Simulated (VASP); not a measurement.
# C (P6_3/mmc) in VASP: relaxation of cell and atoms with PBEsol

Aim: the relaxation of cell and atoms of C with PBEsol.

All numbers are computed with VASP 6.6.1; they aren't measurements. Logs are shortened: lines on timing, memory, paths and dates and some standing lists are left out, and cuts for length are marked.

### 1 The cell of the first run

It takes space group P6_3/mmc (No. 194, hexagonal). The conventional cell has a = 2.464 Å, b = 2.464 Å, c = 6.711 Å, α = 90.00°, β = 90.00°, γ = 120.00°. C (site symmetry -6m2) has 3 C at 1.42 Å within 1.9 Å. C (site symmetry -6m2) has 3 C at 1.42 Å within 1.9 Å.

### 2 Relaxation of cell and atoms, PBEsol

INCAR

```
SYSTEM = C
ALGO = Normal
EDIFF = 1E-7
EDIFFG = -0.01
ENCUT = 1300
GGA = PS
GGA_COMPAT = .False.
IBRION = 2
ISIF = 3
ISMEAR = -1
LASPH = .True.
LCHARG = .False.
LREAL = .False.
LWAVE = .False.
NELM = 120
NELMIN = 4
NSW = 80
PREC = Accurate
SIGMA = 0.05
```

KPOINTS

```
k-points
0
Gamma
  8 8 3
  0 0 0
```

POSCAR

```
C
1.0
    2.4640014744      0.0000000000      0.0000000000
   -1.2320007372      2.1338878718      0.0000000000
    0.0000000000      0.0000000000      6.7110000000
C
4
Direct
    0.0000000000      0.0000000000      0.2500000000
    0.0000000000      0.0000000000      0.7500000000
    0.3333333333      0.6666666667      0.2500000000
    0.6666666667      0.3333333333      0.7500000000
```

Potentials or basis: VASP PAW PBE potentials, release 64 (C_h).

The run is started by

```sh
$ cat potpaw_PBE.64/C_h/POTCAR > POTCAR
$ mpirun -np 1 vasp_std > vasp.out
```

OUTCAR:

```text
SYSTEM = C
   EDIFF = 1E-7
   EDIFFG = -0.01
   ENCUT = 1300
   GGA = PS
   IBRION = 2
   ISIF = 3
   ISMEAR = -1
   LASPH = .True.
   LREAL = .False.
   NELM = 120
   NELMIN = 4
   NSW = 80
   PREC = Accurate

 ion  position               nearest neighbor table
   1  0.000  0.000  0.250-   3 1.42   3 1.42   3 1.42
   2  0.000  0.000  0.750-   4 1.42   4 1.42   4 1.42
   3  0.333  0.667  0.250-   1 1.42   1 1.42   1 1.42
   4  0.667  0.333  0.750-   2 1.42   2 1.42   2 1.42

  LATTYP: Found a hexagonal cell.
 ALAT       =     2.4640014744
 C/A-ratio  =     2.7236185001

  Lattice vectors:

 A1 = (   2.4640014744,   0.0000000000,   0.0000000000)
 A2 = (  -1.2320007372,   2.1338878718,   0.0000000000)
 A3 = (   0.0000000000,   0.0000000000,   6.7110000000)

Analysis of symmetry for initial positions (statically):
=====================================================================
 Subroutine PRICEL returns:
 Original cell was already a primitive cell.

 Routine SETGRP: Setting up the symmetry group for a
 hexagonal supercell.

 Subroutine GETGRP returns: Found 24 space group operations
 (whereof 12 operations were pure point group operations)
 out of a pool of 24 trial point group operations.

The static configuration has the point symmetry D_3d.
 The point group associated with its full space group is D_6h.

Analysis of symmetry for dynamics (positions and initial velocities):
=====================================================================
 Subroutine PRICEL returns:
 Original cell was already a primitive cell.

 Routine SETGRP: Setting up the symmetry group for a
 hexagonal supercell.

 Subroutine GETGRP returns: Found 24 space group operations
 (whereof 12 operations were pure point group operations)
 out of a pool of 24 trial point group operations.

The dynamic configuration has the point symmetry D_3d.
 The point group associated with its full space group is D_6h.

 Subroutine INISYM returns: Found 24 space group operations
 (whereof 12 operations are pure point group operations),
 and found     1 'primitive' translations

----------------------------------------------------------------------------------------

                                     Primitive cell

  volume of cell :      35.2858

  direct lattice vectors                    reciprocal lattice vectors
     2.464001474  0.000000000  0.000000000     0.405843913  0.234314092  0.000000000
    -1.232000737  2.133887872  0.000000000     0.000000000  0.468628185  0.000000000
     0.000000000  0.000000000  6.711000000     0.000000000  0.000000000  0.149009090

  length of vectors
     2.464001474  2.464001474  6.711000000     0.468628185  0.468628185  0.149009090

  position of ions in fractional coordinates (direct lattice)
     0.000000000  0.000000000  0.250000000
     0.000000000  0.000000000  0.750000000
     0.333333333  0.666666667  0.250000000
     0.666666667  0.333333333  0.750000000

  ion indices of the primitive-cell ions
   primitive index   ion index
                 1           1
                 2           2
                 3           3
                 4           4

----------------------------------------------------------------------------------------

 KPOINTS: k-points

Automatic generation of k-mesh.
 Grid dimensions read from file:
 generate k-points for:    8    8    3

 Generating k-lattice:

  Cartesian coordinates                     Fractional coordinates (reciprocal lattice)
     0.050730489  0.029289262  0.000000000     0.125000000  0.000000000  0.000000000
     0.000000000  0.058578523  0.000000000     0.000000000  0.125000000  0.000000000
     0.000000000  0.000000000  0.049669697     0.000000000  0.000000000  0.333333333

  Length of vectors
     0.058578523  0.058578523  0.049669697

  Shift w.r.t. Gamma in fractional coordinates (k-lattice)
     0.000000000  0.000000000  0.000000000

 Subroutine IBZKPT returns following result:
 ===========================================

 Found     20 irreducible k-points:

 Following reciprocal coordinates:
            Coordinates               Weight
  0.000000  0.000000  0.000000      1.000000
  0.125000  0.000000  0.000000      6.000000
  0.250000  0.000000  0.000000      6.000000
  0.375000  0.000000  0.000000      6.000000
  0.500000  0.000000  0.000000      3.000000
  0.125000  0.125000  0.000000      6.000000
[... 12 lines left out ...]
  0.250000  0.250000  0.333333     12.000000
  0.375000  0.250000  0.333333     12.000000
   k-points           NKPTS =     20   k-points in BZ     NKDIM =     20   number of bands    NBANDS=     12
   number of dos      NEDOS =    301   number of ions     NIONS =      4
   total plane-waves  NPLWV =  72000
   dimension x,y,z NGX =    30 NGY =   30 NGZ =   80
   dimension x,y,z NGXF=    60 NGYF=   60 NGZF=  160
   ions per type =               4
   NGX,Y,Z   is equivalent  to a cutoff of  20.24, 20.24, 19.82 a.u.
   NGXF,Y,Z  is equivalent  to a cutoff of  40.48, 40.48, 39.64 a.u.
 SYSTEM =  C
   PREC   = accura    normal or accurate (medium, high low for compatibility)
   ISTART =      0    job   : 0-new  1-cont  2-samecut
   ICHARG =      2    charge: 1-file 2-atom 10-const
   ISPIN  =      1    spin polarized calculation?
   LNONCOLLINEAR =      F non collinear calculations
   LSORBIT =      F    spin-orbit coupling
   LASPH  =      T    aspherical Exc in radial PAW
   ENCUT  = 1300.0 eV  95.55 Ry    9.77 a.u.   7.24  7.24 19.73*2*pi/ulx,y,z
   NELM   =    120;   NELMIN=  4; NELMDL= -5     # of ELM steps
   EDIFF  = 0.1E-06   stopping-criterion for ELM
   LREAL  =      F    real-space projection
   EDIFFG = -.1E-01   stopping-criterion for IOM
   NSW    =     80    number of steps for IOM
   IBRION =      2    ionic relax: 0-MD 1-quasi-New 2-CG
   NFREE  =      1    steps in history (QN), initial steepest desc. (CG)
   ISIF   =      3    stress and relaxation
   ISYM   =      2    0-nonsym 1-usesym 2-fastsym
   POTIM  = 0.5000    time-step for ionic-motion
   TEBEG  =    0.0;   TEEND  =   0.0 temperature during run
   PSTRESS=    0.0 pullay stress
   NELECT =      16.0000    total number of electrons
   NUPDOWN=      -1.0000    fix difference up-down
   EMIN   =  10.00;   EMAX   =-10.00  energy-range for DOS
   EFERMI =   0.00;   METHOD = LEGACY
   ISMEAR =    -1;   SIGMA  =   0.05  broadening in eV -4-tet -1-fermi 0-gaus
   EFERMI_NEDOS =   21; number of points for ismear=-14 and -15
   IALGO  =     38    algorithm
   IMIX   =      4    mixing-type and parameters
     AMIX     =   0.40;   BMIX     =  1.00
     AMIX_MAG =   1.60;   BMIX_MAG =  1.00
  volume/ion in A,a.u.               =       8.82        59.53
  Fermi-wavevector in a.u.,A,eV,Ry     =   1.257713  2.376733 21.522268  1.581842
  Thomas-Fermi vector in A             =   2.391358
   LORBIT       =      0    0 simple, 1 ext, 2 COOP (PROOUT), +10 PAW based schemes
   GGA     = PS    functional components
   LHFCALC =     F    Hartree Fock is set to
   AEXX    =    0.0000 exact exchange contribution
   IVDW    =     0    specifies the selected vdW correction
   LEPSILON=     F    determine dielectric tensor
   LRPA    =     F    only Hartree local field effects (RPA)
 conjugate gradient relaxation of ions
 non-spin polarized calculation
  energy-cutoff  :     1300.00
  volume of cell :       35.29
 maximum number of plane-waves:      3774
 NGX is ok and might be reduce to    30
   NGX = 15   NGY = 15   NGZ = 39

--------------------------------------- Ionic step        1  -------------------------------------------

 number of electron      16.0000000 magnetization

 Free energy of the ion-electron system (eV)
  ---------------------------------------------------
  ext. energy  EPLUGINS =         0.00000000
  ---------------------------------------------------
  free energy    TOTEN  =       -38.63736545 eV

  energy without entropy =      -38.63736544  energy(sigma->0) =      -38.63736545

------------------------ aborting loop because EDIFF is reached ----------------------------------------

  FORCE on cell =-STRESS in cart. coord.  units (eV):
  Direction    XX          YY          ZZ          XY          YZ          ZX
  --------------------------------------------------------------------------------------
  -------------------------------------------------------------------------------------
  Total       -0.5653752     -0.5653752      0.2328379     -0.0000000     -0.0000000      0.0000000
  in kB      -25.6712807    -25.6712807     10.5721781     -0.0000000     -0.0000000      0.0000000
  external PRESSURE =     -13.5901277 kB  Pullay stress =       0.0000000 kB
[... 289 lines left out ...]
  energy  without entropy=      -38.6386049786  energy(sigma->0) =      -38.63860498

--------------------------------------- Ionic step        9  -------------------------------------------

 number of electron      16.0000000 magnetization

 Free energy of the ion-electron system (eV)
  ---------------------------------------------------
  ext. energy  EPLUGINS =         0.00000000
  ---------------------------------------------------
  free energy    TOTEN  =       -38.64423914 eV

  energy without entropy =      -38.64423913  energy(sigma->0) =      -38.64423914

 E-fermi :   4.9557     XC(G=0): -10.2646

 val. band max:        4.0907775042   @ k =   0.3750   0.2500   0.0000
 cond. band min:       5.8723588920   @ k =   0.3750   0.2500   0.3333
 fundamental gap:      1.7815813878
 Fermi energy:         4.9557243998

 k-point     1 :       0.0000    0.0000    0.0000
  band No.  band energies     occupation
      1     -14.7081      2.00000
      2     -14.5079      2.00000
      3      -3.4874      2.00000
      4      -1.9708      2.00000
      5       1.9312      2.00000
      6       1.9312      2.00000
      7       1.9415      2.00000
      8       1.9415      2.00000
      9       8.5681      0.00000
     10      13.2661      0.00000
     11      13.2661      0.00000
     12      13.2988      0.00000
[... 314 lines left out ...]
  FREE ENERGIE OF THE ION-ELECTRON SYSTEM (eV)
  ---------------------------------------------------
  free  energy   TOTEN  =       -38.6442391381 eV

  energy  without entropy=      -38.6442391330  energy(sigma->0) =      -38.64423914

 reached required accuracy - stopping structural energy minimisation
```

Wall time 2.3 min (1 thread of AMD EPYC 7R13 (Zen 3), shared host); peak memory 0.22 GiB.

Results:

| Item | Value |
| --- | --- |
| Free energy | -38.6442 eV |
| Relaxed volume | 9.27 Å³/atom |
| Relaxed cell | a = 2.459 Å, b = 2.459 Å, c = 7.083 Å, α = 90.00°, β = 90.00°, γ = 120.00° |
| Space group after relaxing (to 0.1 Å) | P6_3/mmc (No. 194) |
| Energy gained by relaxing | 1.7 meV/atom |
| Ionic steps | 9 |
| Pressure after relaxing | 0.0 GPa |

The path:
| step | energy change (eV) | largest force (eV/Å) | pressure (GPa) | volume (Å³) |
| --- | --- | --- | --- | --- |
| 1 | 0.0000 | 0.0000 | -1.36 | 35.29 |
| 2 | 0.0046 | 0.0000 | 4.44 | 34.90 |
| 3 | -0.0014 | 0.0000 | 0.46 | 35.16 |
| 4 | -0.0019 | 0.0000 | 0.44 | 35.25 |
| 5 | -0.0033 | 0.0000 | 0.30 | 35.51 |
| 6 | -0.0053 | 0.0000 | 0.06 | 36.04 |
| 7 | -0.0068 | 0.0000 | -0.36 | 37.10 |
| 8 | -0.0012 | 0.0000 | 3.62 | 37.03 |
| 9 | -0.0069 | 0.0000 | 0.03 | 37.09 |

Final structure:
```yaml
crystal:
  lattice:
    - [2.45910, 0.00000, 0.00000]
    - [-1.22955, 2.12965, 0.00000]
    - [0.00000, 0.00000, 7.08291]
  atoms:
    - { symbol: C, position: [0.00000, 0.00000, 0.25000] }
    - { symbol: C, position: [0.00000, 0.00000, 0.75000] }
    - { symbol: C, position: [0.33333, 0.66667, 0.25000] }
    - { symbol: C, position: [0.66667, 0.33333, 0.75000] }
```

Caveat: this functional lacks dispersion, which binds layers or chains, so the pressure and a relaxed spacing across them are unreliable; the PAW data sets were made with another functional, which shifts forces and pressure a little. Zero-point motion and thermal expansion aren't in these numbers.
